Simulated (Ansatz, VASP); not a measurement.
Two plane-wave programs on InSb5

```
CELL_PARAMETERS angstrom
6.14738 0.00000 0.00000
-3.07369 5.32378 0.00000
0.00000 0.00000 9.42451
ATOMIC_POSITIONS crystal
In 0.00000 0.00000 0.00000
Sb 0.50000 0.00000 0.50000
Sb 0.00000 0.50000 0.50000
Sb 0.50000 0.50000 0.50000
Sb 0.00000 0.00000 0.65948
Sb 0.00000 0.00000 0.34052
```

Alike in both runs: functional PBE; k mesh 6 × 6 × 2; occupations gaussian, width 0.1 eV; no spin polarisation.

Ansatz relaxed the structure, and its values are those at the end. VASP's run is a single point on that final structure, the one shown.

|  | VASP | Ansatz |
| --- | --- | --- |
| version | VASP 6.6.1 | Ansatz 0.2.0 |
| potentials or method | VASP PAW PBE potentials, release 64 (In_d, Sb), cutoff 520 eV | scalar-relativistic, plane waves, PAW |
| valence electrons in the cell | 38 | 88 |

|  | VASP | Ansatz | Ansatz less VASP |
| --- | --- | --- | --- |
| gap on the k mesh at the Fermi level (eV) | none | none | - |
| pressure (GPa) | 0.0 | 0.0 | +0.03 |
| rms of the force components (eV/Å) | 0.010 | 0.009 | -0.0010 |

A gap of «none» marks a metal or a gap that the smearing closes. The functional is the same, so the differences come from potentials, cutoffs and numerics. VASP's potentials hold 38 valence electrons a cell and Ansatz's 88, so a difference there can come from the potentials and not from the codes.

Spin-orbit coupling is off throughout.
